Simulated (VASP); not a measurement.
Input of a VASP 6.6.1 run:

INCAR

```
SYSTEM = Zn
  PREC = Accurate
  ENCUT = 520
  EDIFF = 1E-6
  ISMEAR = 0
  SIGMA = 0.15
  LREAL = .FALSE.
  LASPH = .TRUE.
  NELM = 60
  ALGO = Fast
  ISIF = 2
  LWAVE = .FALSE.
  LCHARG = .FALSE.
  GGA = PE
  NBANDS = 12
```

File KPOINTS:

```
regular mesh
0
G
  22 22 22
  0 0 0
```

File POSCAR:

```
Zn
1.0
   -0.2424014639      1.7787335880      1.7787335880
    1.7787335880     -0.2424014639      1.7787335880
    1.7787335880      1.7787335880     -0.2424014639
Zn
1
Direct
    0.0000000000      0.0000000000      0.0000000000
```

Potentials or basis: VASP PAW PBE potentials, release 64 (Zn).

Command:

```sh
$ cat potpaw_PBE.64/Zn/POTCAR > POTCAR
$ mpirun -np 1 vasp_std > vasp.out
```

Problem. Estimate the band gap on the k mesh.

Solution. Zero (bands 6 and 7 overlap by 4.02 eV).

Problem. Predict the pressure.

Solution. 15.3 GPa.

Stress tensor (GPa, compression positive):
```
15.31  5.71  5.71
 5.71 15.31  5.71
 5.71  5.71 15.31
```

Caveat: the cell stands under pressure.
